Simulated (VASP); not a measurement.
VMo3: relaxation of cell and atoms with PBE

The system is VMo3.

```
Mo V
1.0
     3.92665    0.00000    0.00000
     0.00000    3.92665    0.00000
     0.00000    0.00000    3.92665
Mo V
3 1
Direct
  0.00000 0.50000 0.50000
  0.50000 0.00000 0.50000
  0.50000 0.50000 0.00000
  0.00000 0.00000 0.00000
```

| Quantity | Value |
| --- | --- |
| Program | VASP 6.6.1 |
| Task | relaxation of cell and atoms |
| Functional | PBE |
| Potentials or basis | VASP PAW PBE potentials, release 64 (Mo_sv, V_sv) |
| Cutoff | 600 eV |
| k mesh | 12 × 12 × 12 |
| Occupations | gaussian, width 0.1 eV |
| Spin | no spin polarisation |
| Dipole correction | no |
| Further INCAR settings | ALGO = Fast; EDIFF = 1e-06; IBRION = 2; EDIFFG = -0.01; NSW = 100; ISIF = 3 |

```yaml
Relaxed_volume: 15.55 Å³/atom
Relaxed_cell: a = 3.962 Å, b = 3.962 Å, c = 3.962 Å, α = 90.00°, β = 90.00°, γ = 90.00°
Space_group_after_relaxing_to_0.1_Å: Pm-3m (No. 221)
Energy_gained_by_relaxing: 8.1 meV/atom
Ionic_steps: 4
Pressure_after_relaxing: 0.0 GPa
Band_gap_on_the_k_mesh: zero (an odd number of electrons rules out a gap without spin polarisation)
```

The path:
```tsv
step	energy change (eV)	largest force (eV/Å)	pressure (GPa)	volume (Å³)
1	0.0000	0.0000	6.40	60.54
2	0.1125	0.0000	-11.64	65.99
3	-0.0324	0.0000	-0.12	62.24
4	-0.0324	0.0000	-0.02	62.21
```

Final structure:
```cif
data_structure
_symmetry_space_group_name_H-M 'P 1'
_symmetry_Int_Tables_number 1
_cell_length_a 3.9623
_cell_length_b 3.9623
_cell_length_c 3.9623
_cell_angle_alpha 90.000
_cell_angle_beta 90.000
_cell_angle_gamma 90.000
_cell_volume 62.21
loop_
_atom_site_label
_atom_site_type_symbol
_atom_site_fract_x
_atom_site_fract_y
_atom_site_fract_z
_atom_site_occupancy
Mo1 Mo 0.00000 0.50000 0.50000 1
Mo2 Mo 0.50000 0.00000 0.50000 1
Mo3 Mo 0.50000 0.50000 0.00000 1
V1 V 0.00000 0.00000 0.00000 1
```

Levels at points of the mesh, in eV from the Fermi level:
| k point | band 24 | band 25 | band 26 | band 27 | band 28 | band 29 | band 30 | band 31 | band 32 | band 33 |
| --- | --- | --- | --- | --- | --- | --- | --- | --- | --- | --- |
| (0.00, 0.00, 0.00) | -0.42 | -0.42 | -0.42 | 1.88 | 1.88 | 3.50 | 3.50 | 3.67 | 3.67 | 3.79 |
| (0.50, 0.00, 0.00) | -1.96 | -1.31 | -1.31 | 0.15 | 0.29 | 1.24 | 1.24 | 1.28 | 1.30 | 1.49 |
| (0.50, 0.50, 0.00) | -1.77 | -1.42 | -1.37 | -1.37 | -0.82 | 0.63 | 0.63 | 0.67 | 0.88 | 1.60 |
| (0.50, 0.50, 0.50) | -0.61 | -0.61 | -0.61 | -0.27 | -0.27 | 1.23 | 1.23 | 1.23 | 1.71 | 3.34 |

It took 7.3 min on 1 thread of Intel(R) Xeon(R) Platinum 8259CL CPU @ 2.50GHz (Skylake/Cascade Lake), on a shared host, peak memory 0.31 GiB.
